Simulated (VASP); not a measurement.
# C in VASP: a series of runs, part 2 of 2

VASP 6.6.1.

## Step 5: Single point, PBE+D3(BJ)

This run uses another cell than the first one, of 22.27 Å³/atom, 1.009 times its volume.

Contents of INCAR:

```
SYSTEM = C
PREC = Accurate
ENCUT = 520
EDIFF = 1E-6
ISMEAR = -1
SIGMA = 0.05
LREAL = .FALSE.
LASPH = .TRUE.
NELM = 80
ALGO = Normal
ISIF = 2
LWAVE = .FALSE.
LCHARG = .FALSE.
GGA = PE
IVDW = 12
NBANDS = 11
```

Contents of KPOINTS:

```
regular mesh
0
G
  12 12 3
  0 0 0
```

Contents of POSCAR:

```
C
1.0
    2.4561701622      0.0000000000      0.0000000000
   -1.2280850811      2.1271057565      0.0000000000
    0.0000000000      0.0000000000      8.5238033600
C
2
Direct
    0.6666666667      0.3333333333      0.0000000000
    0.3333333333      0.6666666667      0.0000000000
```

Potentials or basis: VASP PAW PBE potentials, release 64 (C).

The run is started by

```bash
> cat potpaw_PBE.64/C/POTCAR > POTCAR
> mpirun -np 1 vasp_std > vasp.out
```

OUTCAR:

```text
SYSTEM = C
   PREC = Accurate
   ENCUT = 520
   EDIFF = 1E-6
   ISMEAR = -1
   LREAL = .FALSE.
   LASPH = .TRUE.
   NELM = 80
   ISIF = 2
   GGA = PE
   IVDW = 12
 IVDW          = 12

 ion  position               nearest neighbor table
   1  0.667  0.333  0.000-   2 1.42   2 1.42   2 1.42
   2  0.333  0.667  0.000-   1 1.42   1 1.42   1 1.42

  LATTYP: Found a hexagonal cell.
 ALAT       =     2.4561701622
 C/A-ratio  =     3.4703635323

  Lattice vectors:

 A1 = (   2.4561701622,   0.0000000000,   0.0000000000)
 A2 = (  -1.2280850811,   2.1271057565,   0.0000000000)
 A3 = (   0.0000000000,   0.0000000000,   8.5238033600)

Analysis of symmetry for initial positions (statically):
=====================================================================
 Subroutine PRICEL returns:
 Original cell was already a primitive cell.

 Routine SETGRP: Setting up the symmetry group for a
 hexagonal supercell.

 Subroutine GETGRP returns: Found 24 space group operations
 (whereof 24 operations were pure point group operations)
 out of a pool of 24 trial point group operations.

The static configuration has the point symmetry D_6h.

[... 170 lines left out ...]
      3      -3.7125      2.00000
      4      -3.7125      2.00000
      5       2.2791      0.00000
      6       4.5968      0.00000
      7       6.2886      0.00000
      8       7.7127      0.00000
      9       7.7127      0.00000
     10      10.8993      0.00000
     11      12.0921      0.00000
[... 309 lines left out ...]
 k-point    24 :       0.3333   -0.0000    0.3333
  band No.  band energies     occupation
      1     -17.6868      2.00000
      2     -10.3427      2.00000
      3      -6.4859      2.00000
      4      -5.3455      2.00000
      5       4.2823      0.00000
      6       6.1997      0.00000
      7       7.0640      0.00000
      8       7.2631      0.00000
      9      11.0747      0.00000
     10      14.2217      0.00000
     11      15.2741      0.00000

 [... further k-points ...]

------------------------ aborting loop because EDIFF is reached ----------------------------------------

 Edisp (eV)   -0.18100

 E8    (eV) :    -0.0557

  FORCE on cell =-STRESS in cart. coord.  units (eV):
  Direction    XX          YY          ZZ          XY          YZ          ZX
  --------------------------------------------------------------------------------------
  -------------------------------------------------------------------------------------
  Total       0.63924     0.63924    -0.02453     0.00000     0.00000     0.00000
  in kB      22.99808    22.99808    -0.88259     0.00000     0.00000     0.00000
  external pressure =       15.04 kB  Pullay stress =        0.00 kB

 VOLUME and BASIS-vectors are now :
 -----------------------------------------------------------------------------
  energy-cutoff  :      520.00
  volume of cell :       44.53
      direct lattice vectors                 reciprocal lattice vectors
     2.456170162  0.000000000  0.000000000     0.407137916  0.235061185  0.000000000
    -1.228085081  2.127105756  0.000000000     0.000000000  0.470122370  0.000000000
     0.000000000  0.000000000  8.523803360     0.000000000  0.000000000  0.117318521

 POSITION                                       TOTAL-FORCE (eV/Angst)
 -----------------------------------------------------------------------------------
      1.22809      0.70904      0.00000        -0.000000     -0.000000     -0.000000
     -0.00000      1.41807      0.00000         0.000000      0.000000      0.000000
 -----------------------------------------------------------------------------------
    total drift:                                0.000000     -0.000000      0.000000

  FREE ENERGIE OF THE ION-ELECTRON SYSTEM (eV)
  ---------------------------------------------------
  free  energy   TOTEN  =       -18.6238312357 eV

  energy  without entropy=      -18.6219058270  energy(sigma->0) =      -18.62286853
```

It took 8.7 s on 1 thread of Intel Xeon 6975P-C (Granite Rapids), shared host; peak memory 0.15 GiB.

Results:

* Free energy: -18.6238 eV
* Band gap on the k mesh: zero (filled and empty bands touch)
* Dispersion energy per atom: -0.090 eV

Levels at points of the mesh, in eV from the Fermi level:
| k point | band 1 | band 2 | band 3 | band 4 | band 5 | band 6 | band 7 | band 8 |
| --- | --- | --- | --- | --- | --- | --- | --- | --- |
| (0.00, 0.00, 0.00) | -19.62 | -7.70 | -3.04 | -3.04 | 2.95 | 5.27 | 6.96 | 8.38 |
| (0.50, 0.00, 0.00) | -14.32 | -13.32 | -6.46 | -2.38 | 1.68 | 7.48 | 10.92 | 11.06 |

Caveat: three body term missing.

## Step 6: Single point, PBE+D4

This run uses another cell than the first one, of 22.27 Å³/atom, 1.009 times its volume.

Contents of INCAR:

```
SYSTEM = C
ALGO     = Normal         ! electronic algorithm
EDIFF    = 1E-6           ! SCF threshold, eV
ENCUT    = 520            ! plane-wave cutoff, eV
GGA      = PE             ! functional
ISIF     = 2              ! what is computed and relaxed
ISMEAR   = -1             ! smearing method
IVDW     = 13             ! dispersion correction
LASPH    = .True.         ! aspherical terms in the spheres
LCHARG   = .False.        ! write CHGCAR
LREAL    = .False.        ! projectors in reciprocal space
LWAVE    = .False.        ! write WAVECAR
NBANDS   = 11             ! bands
NELM     = 80             ! most SCF steps
PREC     = Accurate       ! precision mode
SIGMA    = 0.05           ! smearing width, eV
```

Contents of KPOINTS:

```
k-points
0
Gamma
  12 12 3
  0 0 0
```

Contents of POSCAR:

```
C
1.0
    2.4627214829      0.0000000000      0.0000000000
   -1.2313607414      2.1327793666      0.0000000000
    0.0000000000      0.0000000000      8.4781656589
C
2
Direct
    0.6666666667      0.3333333333      0.0000000000
    0.3333333333      0.6666666667      0.0000000000
```

Potentials or basis: VASP PAW PBE potentials, release 64 (C).

The run is started by

```bash
> cat potpaw_PBE.64/C/POTCAR > POTCAR
> mpirun -np 1 vasp_std > vasp.out
```

Wall time 9 s (1 thread of Intel Xeon 6975P-C (Granite Rapids), shared host); peak memory 0.15 GiB.

The run converged. Its results:

* Free energy: -18.6613 eV
* Band gap on the k mesh: zero (filled and empty bands touch)
* Dispersion energy per atom: -0.108 eV

Levels at points of the mesh, in eV from the Fermi level:
```
           k point  band 1  band 2  band 3  band 4  band 5  band 6  band 7  band 8  band 9
(0.00, 0.00, 0.00)  -19.55   -7.64   -3.04   -3.04    2.97    5.32    7.03    8.33    8.33
(0.50, 0.00, 0.00)  -14.30  -13.26   -6.43   -2.37    1.68    7.40   10.89   11.03   12.62
```

## Step 7: Overview

| level | cell | k mesh | grid for exact exchange (PRECFOCK) | share of exact exchange | screening parameter | gap on the mesh (eV) |
| --- | --- | --- | --- | --- | --- | --- |
| PBEsol-based screened hybrid | a = 2.445, b = 2.445, c = 8.524 Å, angles 90.0, 90.0, 120.0°, 2 atoms | 6 × 6 × 2 | Normal | 0.25 | 0.207 1/Å | none |
| PBE | a = 2.466, b = 2.466, c = 8.521 Å, angles 90.0, 90.0, 120.0°, 2 atoms | 12 × 12 × 3 | - | - | - | none |
| PBE+D3(BJ) | a = 2.466, b = 2.466, c = 8.469 Å, angles 90.0, 90.0, 120.0°, 2 atoms | 12 × 12 × 3 | - | - | - | none |
| PBE+D3(BJ) | a = 2.456, b = 2.456, c = 8.524 Å, angles 90.0, 90.0, 120.0°, 2 atoms | 12 × 12 × 3 | - | - | - | none |
| PBE+D4 | a = 2.463, b = 2.463, c = 8.478 Å, angles 90.0, 90.0, 120.0°, 2 atoms | 12 × 12 × 3 | - | - | - | none |

Alike in all rows: task single point; potentials or basis VASP PAW PBE potentials, release 64 (C); no spin polarisation; cutoff (eV) 520; smearing fermi-dirac 0.05 eV.

Caveats: some runs use coarse meshes; three body term missing (some runs); the PAW data sets were made with another functional, which shifts forces and pressure a little (some runs).

Absolute energies hang on the potentials; compare differences alone.
